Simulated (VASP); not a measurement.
# Mo (P6_3/mmc) in VASP: further runs

The runs below take Mo through single point, with RPBE.

All numbers are computed with VASP 6.6.1; they aren't measurements. Logs are shortened: lines on timing, memory, paths and dates and some standing lists are left out, and cuts for length are marked.

## (1) The cell of the first run

The structure is hexagonal, space group P6_3/mmc (No. 194). Conventional cell: a = 2.771 Å, b = 2.771 Å, c = 4.918 Å, α = 90.00°, β = 90.00°, γ = 120.00°. Mo (site symmetry -6m2) has 12 Mo at 2.77 to 2.93 Å within 3.7 Å.

## (2) Single point, RPBE

Contents of INCAR:

```
SYSTEM = Mo
PREC = Accurate
ENCUT = 520
EDIFF = 1E-6
ISMEAR = -1
SIGMA = 0.1
LREAL = .FALSE.
LASPH = .TRUE.
NELM = 80
ALGO = Normal
ISIF = 2
LWAVE = .FALSE.
LCHARG = .FALSE.
GGA = RP
NBANDS = 21
```

Contents of KPOINTS:

```
regular mesh
0
G
  13 13 7
  0 0 0
```

Contents of POSCAR:

```
Mo
1.0
    2.7708393294      0.0000000000      0.0000000000
   -1.3854196647      2.3996172490      0.0000000000
    0.0000000000      0.0000000000      4.9179326563
Mo
2
Direct
    0.3333333333      0.6666666667      0.2500000000
    0.6666666667      0.3333333333      0.7500000000
```

Potentials or basis: VASP PAW PBE potentials, release 64 (Mo_sv).

Launch:

```console
> cat potpaw_PBE.64/Mo_sv/POTCAR > POTCAR
> mpirun -np 1 vasp_std > vasp.out
```

OUTCAR:

```text
SYSTEM = Mo
   PREC = Accurate
   ENCUT = 520
   EDIFF = 1E-6
   ISMEAR = -1
   LREAL = .FALSE.
   LASPH = .TRUE.
   NELM = 80
   ISIF = 2
   GGA = RP

 ion  position               nearest neighbor table
   1  0.333  0.667  0.250-   2 2.93   2 2.93   2 2.93   2 2.93   2 2.93   2 2.93
   2  0.667  0.333  0.750-   1 2.93   1 2.93   1 2.93   1 2.93   1 2.93   1 2.93

  LATTYP: Found a hexagonal cell.
 ALAT       =     2.7708393294
 C/A-ratio  =     1.7748891479

  Lattice vectors:

 A1 = (   2.7708393294,   0.0000000000,   0.0000000000)
 A2 = (  -1.3854196647,   2.3996172490,   0.0000000000)
 A3 = (   0.0000000000,   0.0000000000,   4.9179326563)

Analysis of symmetry for initial positions (statically):
=====================================================================
 Subroutine PRICEL returns:
 Original cell was already a primitive cell.

 Routine SETGRP: Setting up the symmetry group for a
 hexagonal supercell.

 Subroutine GETGRP returns: Found 24 space group operations
 (whereof 12 operations were pure point group operations)
 out of a pool of 24 trial point group operations.

The static configuration has the point symmetry D_3d.
 The point group associated with its full space group is D_6h.

Analysis of symmetry for dynamics (positions and initial velocities):
=====================================================================
 Subroutine PRICEL returns:
 Original cell was already a primitive cell.

 Routine SETGRP: Setting up the symmetry group for a
 hexagonal supercell.

 Subroutine GETGRP returns: Found 24 space group operations
 (whereof 12 operations were pure point group operations)
 out of a pool of 24 trial point group operations.

The dynamic configuration has the point symmetry D_3d.
 The point group associated with its full space group is D_6h.

 Subroutine INISYM returns: Found 24 space group operations
 (whereof 12 operations are pure point group operations),
 and found     1 'primitive' translations

----------------------------------------------------------------------------------------

                                     Primitive cell

  volume of cell :      32.6991

  direct lattice vectors                    reciprocal lattice vectors
     2.770839329  0.000000000  0.000000000     0.360901475  0.208366564  0.000000000
    -1.385419665  2.399617249  0.000000000     0.000000000  0.416733127  0.000000000
     0.000000000  0.000000000  4.917932656     0.000000000  0.000000000  0.203337473

[... 73 lines left out ...]
 SYSTEM =  Mo
   PREC   = accura    normal or accurate (medium, high low for compatibility)
   ISTART =      0    job   : 0-new  1-cont  2-samecut
   ICHARG =      2    charge: 1-file 2-atom 10-const
   ISPIN  =      1    spin polarized calculation?
   LNONCOLLINEAR =      F non collinear calculations
   LSORBIT =      F    spin-orbit coupling
   LASPH  =      T    aspherical Exc in radial PAW
   ENCUT  =  520.0 eV  38.22 Ry    6.18 a.u.   5.15  5.15  9.14*2*pi/ulx,y,z
   NELM   =     80;   NELMIN=  2; NELMDL= -5     # of ELM steps
   EDIFF  = 0.1E-05   stopping-criterion for ELM
   LREAL  =      F    real-space projection
   EDIFFG = 0.1E-04   stopping-criterion for IOM
   NSW    =      0    number of steps for IOM
   IBRION =     -1    ionic relax: 0-MD 1-quasi-New 2-CG
   NFREE  =      0    steps in history (QN), initial steepest desc. (CG)
   ISIF   =      2    stress and relaxation
   ISYM   =      2    0-nonsym 1-usesym 2-fastsym
   POTIM  = 0.5000    time-step for ionic-motion
   TEBEG  =    0.0;   TEEND  =   0.0 temperature during run
   PSTRESS=    0.0 pullay stress
   NELECT =      28.0000    total number of electrons
   NUPDOWN=      -1.0000    fix difference up-down
   EMIN   =  10.00;   EMAX   =-10.00  energy-range for DOS
   EFERMI =   0.00;   METHOD = LEGACY
   ISMEAR =    -1;   SIGMA  =   0.10  broadening in eV -4-tet -1-fermi 0-gaus
   EFERMI_NEDOS =   21; number of points for ismear=-14 and -15
   IALGO  =     38    algorithm
   IMIX   =      4    mixing-type and parameters
     AMIX     =   0.40;   BMIX     =  1.00
     AMIX_MAG =   1.60;   BMIX_MAG =  1.00
  volume/ion in A,a.u.               =      16.35       110.33
  Fermi-wavevector in a.u.,A,eV,Ry     =   1.554589  2.937747 32.881831  2.416746
  Thomas-Fermi vector in A             =   2.658653
   LORBIT       =      0    0 simple, 1 ext, 2 COOP (PROOUT), +10 PAW based schemes
   GGA     = RP    functional components
   LHFCALC =     F    Hartree Fock is set to
   AEXX    =    0.0000 exact exchange contribution
   IVDW    =     0    specifies the selected vdW correction
   LEPSILON=     F    determine dielectric tensor
   LRPA    =     F    only Hartree local field effects (RPA)
 non-spin polarized calculation
  energy-cutoff  :      520.00
  volume of cell :       32.70
 maximum number of plane-waves:       893
 NGX is ok and might be reduce to    24
   NGX = 11   NGY = 11   NGZ = 19

 number of electron      27.9999996 magnetization

 Free energy of the ion-electron system (eV)
  ---------------------------------------------------
  ext. energy  EPLUGINS =         0.00000000
  ---------------------------------------------------
  free energy    TOTEN  =       -19.89777999 eV

  energy without entropy =      -19.80577460  energy(sigma->0) =      -19.85177730

 E-fermi :  11.6753     XC(G=0): -13.0469

 val. band max:       11.6596631202   @ k =   0.0769   0.0000   0.1429
 cond. band min:      11.6756002211   @ k =   0.0769   0.0769   0.0000
 fundamental gap:      0.0159371008
 Fermi energy:        11.6753215995

 k-point     1 :       0.0000    0.0000    0.0000
  band No.  band energies     occupation
      1     -49.2026      2.00000
      2     -49.0565      2.00000
      3     -23.7386      2.00000
      4     -22.7469      2.00000
      5     -22.5831      2.00000
      6     -22.5831      2.00000
[... 565 lines left out ...]
     20      16.6499      0.00000
     21      21.7175      0.00000

 [... further k-points ...]
[... 5 lines left out ...]
  --------------------------------------------------------------------------------------
  -------------------------------------------------------------------------------------
  Total        0.1045836      0.1045836      0.0739233      0.0000000      0.0000000      0.0000000
  in kB        5.1243460      5.1243460      3.6220639      0.0000000      0.0000000      0.0000000
  external PRESSURE =       4.6235853 kB  Pullay stress =       0.0000000 kB

 VOLUME and BASIS-vectors are now :
 -----------------------------------------------------------------------------
  energy-cutoff  :      520.00
  volume of cell :       32.70
      direct lattice vectors                 reciprocal lattice vectors
     2.770839329  0.000000000  0.000000000     0.360901475  0.208366564  0.000000000
    -1.385419665  2.399617249  0.000000000     0.000000000  0.416733127  0.000000000
     0.000000000  0.000000000  4.917932656     0.000000000  0.000000000  0.203337473

 POSITION                                       TOTAL-FORCE (eV/Angst)
 -----------------------------------------------------------------------------------
     -0.00000      1.59974      1.22948         0.000000     -0.000000      0.000000
      1.38542      0.79987      3.68845        -0.000000      0.000000      0.000000
 -----------------------------------------------------------------------------------
    total drift:                               -0.000000      0.000000     -0.000000

  FREE ENERGIE OF THE ION-ELECTRON SYSTEM (eV)
  ---------------------------------------------------
  free  energy   TOTEN  =       -19.8977799935 eV

  energy  without entropy=      -19.8057745965  energy(sigma->0) =      -19.85177730
```

stdout:

```text
POSCAR found type information on POSCAR Mo
 POSCAR found :  1 types and       2 ions
 scaLAPACK will be used
 -----------------------------------------------------------------------------
|                                                                             |
|                                                                             |
|     You enforced a specific xc type in the INCAR file but a different       |
|     I HOPE YOU KNOW WHAT YOU ARE DOING!                                     |
|                                                                             |
 -----------------------------------------------------------------------------

 LDA part: xc-table for (Slater+PW92), standard interpolation
 POSCAR, INCAR and KPOINTS ok, starting setup
 FFT: planning ... GRIDC
 FFT: planning ... GRID_SOFT
 FFT: planning ... GRID
 WAVECAR not read
 entering main loop
```

It took 20 s on 1 thread of Intel Xeon 6975P-C, shared host; peak memory 0.19 GiB.

Results:

| Quantity | Value |
| --- | --- |
| Free energy | -19.8978 eV |
| Pressure | 0.5 GPa |
| Band gap on the k mesh | zero (band 14 reaches 12.74 eV, above the bottom of band 15 at 11.15 eV) |

Levels at points of the mesh, in eV from the Fermi level:
```tsv
k point	band 11	band 12	band 13	band 14	band 15	band 16	band 17	band 18
(0.00, 0.00, 0.00)	-1.67	-0.63	-0.63	-0.14	-0.14	0.56	1.41	1.41
```

Caveat: the PAW data sets were made with another functional, which shifts forces and pressure a little.

## (3) Single point, RPBE (volume scaled by 0.88)

Contents of INCAR:

```
SYSTEM = Mo
PREC = Accurate ; ENCUT = 520
EDIFF = 1E-6 ; ISMEAR = -1
SIGMA = 0.1 ; LREAL = .FALSE.
LASPH = .TRUE. ; NELM = 100
ALGO = Normal ; ISIF = 2
LWAVE = .FALSE. ; LCHARG = .FALSE.
GGA = RP ; NBANDS = 21
```

Contents of KPOINTS:

```
regular mesh
0
G
  15 15 7
  0 0 0
```

Contents of POSCAR:

```
Mo
1.0
    2.6552509167      0.0000000000      0.0000000000
   -1.3276254583      2.2995147473      0.0000000000
    0.0000000000      0.0000000000      4.7127760370
Mo
2
Direct
    0.3333333333      0.6666666667      0.2500000000
    0.6666666667      0.3333333333      0.7500000000
```

Potentials or basis: VASP PAW PBE potentials, release 64 (Mo_sv).

Launch:

```console
> cat potpaw_PBE.64/Mo_sv/POTCAR > POTCAR
> mpirun -np 1 vasp_std > vasp.out
```

Wall time 22 s (1 thread of Intel Xeon 6975P-C, shared host); peak memory 0.18 GiB.

Results (log left out):

```
Free energy            : -19.4706 eV
Pressure               : 38.6 GPa
Band gap on the k mesh : zero (band 14 reaches 15.09 eV, above the bottom of band 15 at 13.02 eV)
```

Stress tensor (GPa, compression positive):
```
40.86  0.00  0.00
 0.00 40.86  0.00
 0.00  0.00 34.11
```

Levels at points of the mesh, in eV from the Fermi level:
```tsv
k point	band 12	band 13	band 14	band 15	band 16	band 17
(0.00, 0.00, 0.00)	-0.84	-0.84	-0.25	-0.25	0.94	1.60
```

Caveat: the PAW data sets were made with another functional, which shifts forces and pressure a little.

## (4) Single point, RPBE (volume scaled by 0.92)

Contents of INCAR:

```
SYSTEM = Mo
ALGO = Normal
EDIFF = 1E-6
ENCUT = 520
GGA = RP
ISIF = 2
ISMEAR = -1
LASPH = .TRUE.
LCHARG = .FALSE.
LREAL = .FALSE.
LWAVE = .FALSE.
NBANDS = 21
NELM = 100
PREC = Accurate
SIGMA = 0.1
```

Contents of KPOINTS:

```
k-points
0
G
  15 15 7
  0 0 0
```

Contents of POSCAR:

```
Mo
1.0
    2.6948873710      0.0000000000      0.0000000000
   -1.3474436855      2.3338409236      0.0000000000
    0.0000000000      0.0000000000      4.7831263496
Mo
2
Direct
    0.3333333333      0.6666666667      0.2500000000
    0.6666666667      0.3333333333      0.7500000000
```

Potentials or basis: VASP PAW PBE potentials, release 64 (Mo_sv).

Launch:

```console
> cat potpaw_PBE.64/Mo_sv/POTCAR > POTCAR
> mpirun -np 1 vasp_std > vasp.out
```

OUTCAR:

```text
SYSTEM = Mo
   EDIFF = 1E-6
   ENCUT = 520
   GGA = RP
   ISIF = 2
   ISMEAR = -1
   LASPH = .TRUE.
   LREAL = .FALSE.
   NELM = 100
   PREC = Accurate

 ion  position               nearest neighbor table
   1  0.333  0.667  0.250-   2 2.85   2 2.85   2 2.85   2 2.85   2 2.85   2 2.85
   2  0.667  0.333  0.750-   1 2.85   1 2.85   1 2.85   1 2.85   1 2.85   1 2.85

  LATTYP: Found a hexagonal cell.
 ALAT       =     2.6948873710
 C/A-ratio  =     1.7748891479

  Lattice vectors:

 A1 = (   2.6948873710,   0.0000000000,   0.0000000000)
[... 190 lines left out ...]
      3     -22.5634      2.00000
      4     -21.2553      2.00000
      5     -21.0742      2.00000
      6     -21.0742      2.00000
[... 565 lines left out ...]
     20      22.3732      0.00000
     21      23.9800      0.00000

 [... further k-points ...]
[... 5 lines left out ...]
  --------------------------------------------------------------------------------------
  -------------------------------------------------------------------------------------
  Total        4.6079345      4.6079345      3.8526427     -0.0000000      0.0000000      0.0000000
  in kB      245.4105092    245.4105092    205.1849948     -0.0000000      0.0000000      0.0000000
  external PRESSURE =     232.0020044 kB  Pullay stress =       0.0000000 kB

 VOLUME and BASIS-vectors are now :
 -----------------------------------------------------------------------------
  energy-cutoff  :      520.00
  volume of cell :       30.08
      direct lattice vectors                 reciprocal lattice vectors
     2.694887371  0.000000000  0.000000000     0.371073022  0.214239109  0.000000000
    -1.347443686  2.333840924  0.000000000     0.000000000  0.428478218  0.000000000
     0.000000000  0.000000000  4.783126350     0.000000000  0.000000000  0.209068280

 POSITION                                       TOTAL-FORCE (eV/Angst)
 -----------------------------------------------------------------------------------
     -0.00000      1.55589      1.19578        -0.000000      0.000000      0.000000
      1.34744      0.77795      3.58734         0.000000      0.000000      0.000000
 -----------------------------------------------------------------------------------
    total drift:                               -0.000000      0.000000     -0.000000

  FREE ENERGIE OF THE ION-ELECTRON SYSTEM (eV)
  ---------------------------------------------------
  free  energy   TOTEN  =       -19.7214493015 eV

  energy  without entropy=      -19.6425046849  energy(sigma->0) =      -19.68197699
```

OSZICAR:

```text
N       E                     dE             d eps       ncg     rms          rms(c)
DAV:   1     0.304097915139E+03    0.30410E+03   -0.18096E+04  4544   0.142E+03
DAV:   2    -0.139653124036E+02   -0.31806E+03   -0.31020E+03  5114   0.448E+02
DAV:   3    -0.207074470736E+02   -0.67421E+01   -0.66430E+01  5165   0.673E+01
DAV:   4    -0.207394806079E+02   -0.32034E-01   -0.32017E-01  4991   0.492E+00
DAV:   5    -0.207397088726E+02   -0.22826E-03   -0.22826E-03  5212   0.393E-01    0.214E+01
DAV:   6    -0.198595314999E+02    0.88018E+00   -0.16101E+00  4961   0.114E+01    0.682E+00
DAV:   7    -0.197269932050E+02    0.13254E+00   -0.39271E-01  5236   0.523E+00    0.989E-01
DAV:   8    -0.197212853846E+02    0.57078E-02   -0.82860E-03  4756   0.893E-01    0.208E-01
DAV:   9    -0.197214243288E+02   -0.13894E-03   -0.23569E-04  5417   0.160E-01    0.928E-02
DAV:  10    -0.197214488422E+02   -0.24513E-04   -0.32826E-05  4881   0.536E-02    0.171E-02
DAV:  11    -0.197214499403E+02   -0.10982E-05   -0.33910E-06  4357   0.177E-02    0.574E-03
DAV:  12    -0.197214493015E+02    0.63881E-06   -0.21679E-07  2718   0.532E-03
   1 F= -.19721449E+02 E0= -.19681977E+02  d E =-.789446E-01
```

stdout:

```text
POSCAR found type information on POSCAR Mo
 POSCAR found :  1 types and       2 ions
 scaLAPACK will be used
 -----------------------------------------------------------------------------
|                                                                             |
|                                                                             |
|     You enforced a specific xc type in the INCAR file but a different       |
|     I HOPE YOU KNOW WHAT YOU ARE DOING!                                     |
|                                                                             |
 -----------------------------------------------------------------------------

 LDA part: xc-table for (Slater+PW92), standard interpolation
 POSCAR, INCAR and KPOINTS ok, starting setup
 FFT: planning ... GRIDC
 FFT: planning ... GRID_SOFT
 FFT: planning ... GRID
 WAVECAR not read
 entering main loop
```

It took 27 s on 1 thread of Intel Xeon 6975P-C, shared host; peak memory 0.18 GiB.

What came out:

```
Free energy            : -19.7214 eV
Pressure               : 23.2 GPa
Band gap on the k mesh : zero (band 14 reaches 14.24 eV, above the bottom of band 15 at 12.35 eV)
```

Levels at points of the mesh, in eV from the Fermi level:
```
           k point  band 10  band 11  band 12  band 13  band 14  band 15  band 16  band 17  band 18  band 19
(0.00, 0.00, 0.00)    -5.02    -1.90    -0.76    -0.76    -0.20    -0.20     0.79     1.54     1.54     3.65
```

Caveat: the PAW data sets were made with another functional, which shifts forces and pressure a little.

(Part 1 of 2 ends here.)
